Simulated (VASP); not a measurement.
Crystal: MnGa3.

```
CELL_PARAMETERS angstrom
0.00000 3.24670 3.24670
3.24670 0.00000 3.24670
3.24670 3.24670 0.00000
ATOMIC_POSITIONS crystal
Ga 0.25000 0.25000 0.25000
Ga 0.75000 0.75000 0.75000
Ga 0.50000 0.50000 0.50000
Mn 0.00000 0.00000 0.00000
```

```yaml
Program: VASP 6.6.1
Task: relaxation of cell and atoms
Functional: PBE
Potentials_or_basis: VASP PAW PBE potentials, release 64 (Ga_d, Mn_pv)
Cutoff: 600 eV
k_mesh: 12 × 12 × 12
Occupations: gaussian, width 0.1 eV
Spin: no spin polarisation
```

At the start: pressure -8.7 GPa; volume 17.11 Å³/atom.

Problem. Where does the relaxation end?

Solution. Over 3 steps the energy falls by 66.5 meV/atom and the volume is 14.98 Å³/atom (-12.5 %); space group Fm-3m (No. 225, to 0.1 Å) before and after.

The path:
```csv
step,energy change (eV),largest force (eV/Å),pressure (GPa),volume (Å³)
1,0.0000,0.0000,-8.71,68.45
2,-0.2656,0.0000,0.43,59.64
3,-0.2660,0.0000,0.01,59.91
```

Final structure:
```yaml
crystal:
  lattice:
    - [0.00000, 3.10572, 3.10572]
    - [3.10572, 0.00000, 3.10572]
    - [3.10572, 3.10572, 0.00000]
  atoms:
    - { symbol: Ga, position: [0.25000, 0.25000, 0.25000] }
    - { symbol: Ga, position: [0.75000, 0.75000, 0.75000] }
    - { symbol: Ga, position: [0.50000, 0.50000, 0.50000] }
    - { symbol: Mn, position: [0.00000, 0.00000, 0.00000] }
```

Caveat: the run has no spin polarisation, though such a crystal can be magnetic.
